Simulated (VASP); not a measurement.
# Ti (P6/mmm) in VASP: further runs

Runs on Ti. Level: r2SCAN. Tasks: single point.

Everything below comes from runs of VASP 6.6.1. Logs are shortened: lines on timing, memory, paths and dates and some standing lists are left out, and cuts for length are marked.

**1. The cell of the first run**

The structure is hexagonal, space group P6/mmm (No. 191). Conventional cell: a = 4.472 Å, b = 4.472 Å, c = 2.774 Å, α = 90.00°, β = 90.00°, γ = 120.00°. Ti (site symmetry 6/mmm) has 14 Ti at 2.77 to 2.93 Å within 3.7 Å. Within 3.4 Å of Ti (site symmetry -6m2) lie 11 Ti at 2.58 to 2.93 Å.

This isn't the form of Ti at room conditions, which is hcp.

**2. Single point, r2SCAN**

The input, POSCAR:

```
Ti
1.0
    4.4716859833      0.0000000000      0.0000000000
   -2.2358429917      3.8725936593      0.0000000000
    0.0000000000      0.0000000000      2.7741015424
Ti
3
Direct
    0.0000000000      0.0000000000      0.0000000000
    0.3333333333      0.6666666667      0.5000000000
    0.6666666667      0.3333333333      0.5000000000
```

The input, INCAR.step1:

```
ALGO     = Normal         # electronic algorithm
EDIFF    = 1E-4           # SCF threshold, eV
ENCUT    = 520            # plane-wave cutoff, eV
GGA      = PE             # functional
ISMEAR   = -1             # smearing method
LASPH    = T              # aspherical terms in the spheres
LCHARG   = F              # write CHGCAR
LREAL    = F              # projectors in reciprocal space
LWAVE    = T              # write WAVECAR
NBANDS   = 25             # bands
NELM     = 60             # most SCF steps
PREC     = Accurate       # precision mode
SIGMA    = 0.1            # smearing width, eV
```

The input, INCAR.step2:

```
ALGO     = Normal         # electronic algorithm
EDIFF    = 1E-7           # SCF threshold, eV
ENCUT    = 520            # plane-wave cutoff, eV
ISIF     = 2              # what is computed and relaxed
ISMEAR   = -1             # smearing method
ISTART   = 1            
LASPH    = T              # aspherical terms in the spheres
LCHARG   = F              # write CHGCAR
LMIXTAU  = T            
LREAL    = F              # projectors in reciprocal space
LWAVE    = F              # write WAVECAR
METAGGA  = R2SCAN         # meta-GGA
NBANDS   = 25             # bands
NELM     = 60             # most SCF steps
PREC     = Accurate       # precision mode
SIGMA    = 0.1            # smearing width, eV
```

The input, KPOINTS:

```
k-points
0
Gamma
  8 8 11
```

Potentials or basis: VASP PAW PBE potentials, release 64 (Ti_sv).

Run with:

```console
$ cat potpaw_PBE.64/Ti_sv/POTCAR > POTCAR
$ cp INCAR.step1 INCAR
$ mpirun -np 1 vasp_std > vasp.out
$ cp INCAR.step2 INCAR
$ mpirun -np 1 vasp_std > vasp.out
```

OUTCAR:

```text
EDIFF = 1E-7
   ENCUT = 520
   ISIF = 2
   ISMEAR = -1
   ISTART = 1
   LASPH = T
   LREAL = F
   METAGGA = R2SCAN
   NELM = 60
   PREC = Accurate

 ion  position               nearest neighbor table
   1  0.000  0.000  0.000-
   2  0.333  0.667  0.500-   3 2.58   3 2.58   3 2.58
   3  0.667  0.333  0.500-   2 2.58   2 2.58   2 2.58

  LATTYP: Found a hexagonal cell.
 ALAT       =     4.4716859833
 C/A-ratio  =     0.6203703822

  Lattice vectors:

 A1 = (   4.4716859833,   0.0000000000,   0.0000000000)
 A2 = (  -2.2358429917,   3.8725936593,   0.0000000000)
 A3 = (   0.0000000000,   0.0000000000,   2.7741015424)

Analysis of symmetry for initial positions (statically):
=====================================================================
 Subroutine PRICEL returns:
 Original cell was already a primitive cell.

 Routine SETGRP: Setting up the symmetry group for a
 hexagonal supercell.

 Subroutine GETGRP returns: Found 24 space group operations
 (whereof 24 operations were pure point group operations)
 out of a pool of 24 trial point group operations.

The static configuration has the point symmetry D_6h.

Analysis of symmetry for dynamics (positions and initial velocities):
=====================================================================
 Subroutine PRICEL returns:
 Original cell was already a primitive cell.

 Routine SETGRP: Setting up the symmetry group for a
 hexagonal supercell.

 Subroutine GETGRP returns: Found 24 space group operations
 (whereof 24 operations were pure point group operations)
 out of a pool of 24 trial point group operations.

The dynamic configuration has the point symmetry D_6h.

 Subroutine INISYM returns: Found 24 space group operations
 (whereof 24 operations are pure point group operations),
 and found     1 'primitive' translations

----------------------------------------------------------------------------------------

                                     Primitive cell

  volume of cell :      48.0392

  direct lattice vectors                    reciprocal lattice vectors
     4.471685983  0.000000000  0.000000000     0.223629299  0.129112436  0.000000000
    -2.235842992  3.872593659  0.000000000     0.000000000  0.258224871  0.000000000
     0.000000000  0.000000000  2.774101542     0.000000000  0.000000000  0.360477071

  length of vectors
     4.471685983  4.471685983  2.774101542     0.258224871  0.258224871  0.360477071

  position of ions in fractional coordinates (direct lattice)
     0.000000000  0.000000000  0.000000000
     0.333333333  0.666666667  0.500000000
     0.666666667  0.333333333  0.500000000

  ion indices of the primitive-cell ions
   primitive index   ion index
                 1           1
                 2           2
                 3           3

----------------------------------------------------------------------------------------

 KPOINTS: k-points

Automatic generation of k-mesh.
 Grid dimensions read from file:
 generate k-points for:    8    8   11

 Generating k-lattice:

  Cartesian coordinates                     Fractional coordinates (reciprocal lattice)
     0.027953662  0.016139054  0.000000000     0.125000000  0.000000000  0.000000000
     0.000000000  0.032278109  0.000000000     0.000000000  0.125000000  0.000000000
     0.000000000  0.000000000  0.032770643     0.000000000  0.000000000  0.090909091

  Length of vectors
     0.032278109  0.032278109  0.032770643

  Shift w.r.t. Gamma in fractional coordinates (k-lattice)
     0.000000000  0.000000000  0.000000000

 Subroutine IBZKPT returns following result:
 ===========================================

 Found     60 irreducible k-points:

 Following reciprocal coordinates:
            Coordinates               Weight
  0.000000  0.000000  0.000000      1.000000
  0.125000 -0.000000  0.000000      6.000000
  0.250000 -0.000000  0.000000      6.000000
  0.375000 -0.000000  0.000000      6.000000
  0.500000 -0.000000  0.000000      3.000000
  0.125000  0.125000  0.000000      6.000000
[... 16 lines left out ...]
  0.250000 -0.000000  0.181818     12.000000
  0.375000 -0.000000  0.181818     12.000000
 [... further k-points ...]
   k-points           NKPTS =     60   k-points in BZ     NKDIM =     60   number of bands    NBANDS=     25
   number of dos      NEDOS =    301   number of ions     NIONS =      3
   total plane-waves  NPLWV =  31104
   dimension x,y,z NGX =    36 NGY =   36 NGZ =   24
   dimension x,y,z NGXF=    72 NGYF=   72 NGZF=   48
   ions per type =               3
   NGX,Y,Z   is equivalent  to a cutoff of  13.38, 13.38, 14.38 a.u.
   NGXF,Y,Z  is equivalent  to a cutoff of  26.77, 26.77, 28.77 a.u.
 SYSTEM =  unknown system
   PREC   = accura    normal or accurate (medium, high low for compatibility)
   ISTART =      1    job   : 0-new  1-cont  2-samecut
   ICHARG =      0    charge: 1-file 2-atom 10-const
   ISPIN  =      1    spin polarized calculation?
   LNONCOLLINEAR =      F non collinear calculations
   LSORBIT =      F    spin-orbit coupling
   LASPH  =      T    aspherical Exc in radial PAW
   ENCUT  =  520.0 eV  38.22 Ry    6.18 a.u.   8.31  8.31  5.16*2*pi/ulx,y,z
   NELM   =     60;   NELMIN=  2; NELMDL=  0     # of ELM steps
   EDIFF  = 0.1E-06   stopping-criterion for ELM
   LREAL  =      F    real-space projection
   EDIFFG = 0.1E-05   stopping-criterion for IOM
   NSW    =      0    number of steps for IOM
   IBRION =     -1    ionic relax: 0-MD 1-quasi-New 2-CG
   NFREE  =      0    steps in history (QN), initial steepest desc. (CG)
   ISIF   =      2    stress and relaxation
   ISYM   =      2    0-nonsym 1-usesym 2-fastsym
   POTIM  = 0.5000    time-step for ionic-motion
   TEBEG  =    0.0;   TEEND  =   0.0 temperature during run
   PSTRESS=    0.0 pullay stress
   NELECT =      36.0000    total number of electrons
   NUPDOWN=      -1.0000    fix difference up-down
   EMIN   =  10.00;   EMAX   =-10.00  energy-range for DOS
   EFERMI =   0.00;   METHOD = LEGACY
   ISMEAR =    -1;   SIGMA  =   0.10  broadening in eV -4-tet -1-fermi 0-gaus
   EFERMI_NEDOS =   21; number of points for ismear=-14 and -15
   IALGO  =     38    algorithm
   IMIX   =      4    mixing-type and parameters
     AMIX     =   0.40;   BMIX     =  1.00
     AMIX_MAG =   1.60;   BMIX_MAG =  1.00
  volume/ion in A,a.u.               =      16.01       108.06
  Fermi-wavevector in a.u.,A,eV,Ry     =   1.486998  2.810019 30.084712  2.211164
  Thomas-Fermi vector in A             =   2.600214
   LORBIT       =      0    0 simple, 1 ext, 2 COOP (PROOUT), +10 PAW based schemes
   METAGGA = R2SCAN    functional components
   LHFCALC =     F    Hartree Fock is set to
   AEXX    =    0.0000 exact exchange contribution
   IVDW    =     0    specifies the selected vdW correction
   LEPSILON=     F    determine dielectric tensor
   LRPA    =     F    only Hartree local field effects (RPA)
 non-spin polarized calculation
  energy-cutoff  :      520.00
  volume of cell :       48.04
 maximum number of plane-waves:      1313
 NGX is ok and might be reduce to    36
   NGX = 17   NGY = 17   NGZ = 11

 number of electron      36.0000011 magnetization

 Free energy of the ion-electron system (eV)
  ---------------------------------------------------
  ext. energy  EPLUGINS =         0.00000000
  ---------------------------------------------------
  free energy    TOTEN  =       -38.85627688 eV

  energy without entropy =      -38.77323949  energy(sigma->0) =      -38.81475818

 E-fermi :   9.1701     XC(G=0): -12.8232

 val. band max:        9.1630780375   @ k =   0.3750   0.1250   0.0909
 cond. band min:       9.2358113816   @ k =   0.2500   0.1250   0.0000
 fundamental gap:      0.0727333441
 Fermi energy:         9.1700792322

 k-point     1 :       0.0000    0.0000    0.0000
  band No.  band energies     occupation
      1     -49.9268      2.00000
      2     -49.6934      2.00000
      3     -49.4940      2.00000
      4     -25.2187      2.00000
      5     -25.2186      2.00000
      6     -25.2137      2.00000
[... 17 lines left out ...]
     24      11.2547      0.00000
     25      11.3713      0.00000

 k-point     2 :       0.1250   -0.0000    0.0000
  band No.  band energies     occupation
      1     -49.9219      2.00000
      2     -49.6907      2.00000
      3     -49.5021      2.00000
      4     -25.3266      2.00000
      5     -25.3038      2.00000
      6     -25.1025      2.00000
[... 17 lines left out ...]
     24      10.9874      0.00000
     25      11.7470      0.00000

 k-point     3 :       0.2500   -0.0000    0.0000
  band No.  band energies     occupation
      1     -49.9101      2.00000
      2     -49.6812      2.00000
      3     -49.5243      2.00000
      4     -25.4182      2.00000
      5     -25.3200      2.00000
      6     -25.0024      2.00000
[... 17 lines left out ...]
     24      11.2645      0.00000
     25      12.1758      0.00000

 k-point     4 :       0.3750   -0.0000    0.0000
  band No.  band energies     occupation
      1     -49.8987      2.00000
      2     -49.6641      2.00000
      3     -49.5537      2.00000
      4     -25.4787      2.00000
      5     -25.2589      2.00000
      6     -24.9780      2.00000
[... 17 lines left out ...]
     24      11.8166      0.00000
     25      12.0146      0.00000
[... 477 lines left out ...]
 k-point    22 :       0.1250   -0.0000    0.1818
  band No.  band energies     occupation
      1     -49.8933      2.00000
      2     -49.6769      2.00000
      3     -49.4820      2.00000
      4     -25.2801      2.00000
      5     -25.2618      2.00000
      6     -25.0863      2.00000
[... 17 lines left out ...]
     24      10.9990      0.00000
     25      12.0952      0.00000

 k-point    23 :       0.2500   -0.0000    0.1818
  band No.  band energies     occupation
      1     -49.8843      2.00000
      2     -49.6645      2.00000
      3     -49.5041      2.00000
      4     -25.3615      2.00000
      5     -25.2842      2.00000
      6     -25.0042      2.00000
[... 17 lines left out ...]
     24      11.2075      0.00000
     25      12.4174      0.00000

 k-point    24 :       0.3750   -0.0000    0.1818
  band No.  band energies     occupation
      1     -49.8759      2.00000
      2     -49.6443      2.00000
      3     -49.5335      2.00000
      4     -25.4157      2.00000
      5     -25.2443      2.00000
      6     -25.0386      2.00000
[... 17 lines left out ...]
     24      11.6547      0.00000
     25      12.0465      0.00000

 [... further k-points ...]
[... 5 lines left out ...]
  --------------------------------------------------------------------------------------
  -------------------------------------------------------------------------------------
  Total        2.5550456      2.5550456      2.5295004     -0.0000000      0.0000000      0.0000000
  in kB       85.2145293     85.2145293     84.3625614     -0.0000000      0.0000000      0.0000000
  external PRESSURE =      84.9305400 kB  Pullay stress =       0.0000000 kB

 VOLUME and BASIS-vectors are now :
 -----------------------------------------------------------------------------
  energy-cutoff  :      520.00
  volume of cell :       48.04
      direct lattice vectors                 reciprocal lattice vectors
     4.471685983  0.000000000  0.000000000     0.223629299  0.129112436  0.000000000
    -2.235842992  3.872593659  0.000000000     0.000000000  0.258224871  0.000000000
     0.000000000  0.000000000  2.774101542     0.000000000  0.000000000  0.360477071

 POSITION                                       TOTAL-FORCE (eV/Angst)
 -----------------------------------------------------------------------------------
      0.00000      0.00000      0.00000         0.000000      0.000000     -0.000000
     -0.00000      2.58173      1.38705        -0.000000     -0.000000      0.000000
      2.23584      1.29086      1.38705         0.000000      0.000000     -0.000000
 -----------------------------------------------------------------------------------
    total drift:                                0.000000      0.000000     -0.000000

  FREE ENERGIE OF THE ION-ELECTRON SYSTEM (eV)
  ---------------------------------------------------
  free  energy   TOTEN  =       -38.8562768765 eV

  energy  without entropy=      -38.7732394885  energy(sigma->0) =      -38.81475818
```

It took 7.1 min on 1 thread of Intel Xeon 8259CL, shared host; peak memory 0.21 GiB.

What came out:

```yaml
Free_energy: -38.8563 eV
Pressure: 8.5 GPa
Band_gap_on_the_k_mesh: zero (bands 18 and 19 overlap by 0.26 eV)
```

Levels at points of the mesh, in eV from the Fermi level:
```tsv
k point	band 16	band 17	band 18	band 19	band 20	band 21
(0.00, 0.00, 0.00)	-0.80	-0.76	-0.76	0.07	0.90	1.54
(0.50, 0.00, 0.00)	-0.48	-0.39	-0.38	0.09	0.70	1.18
```

Caveat: the cell stands under pressure; the PAW data sets were made with another functional, which shifts forces and pressure a little.

[end of part 1 of 2]
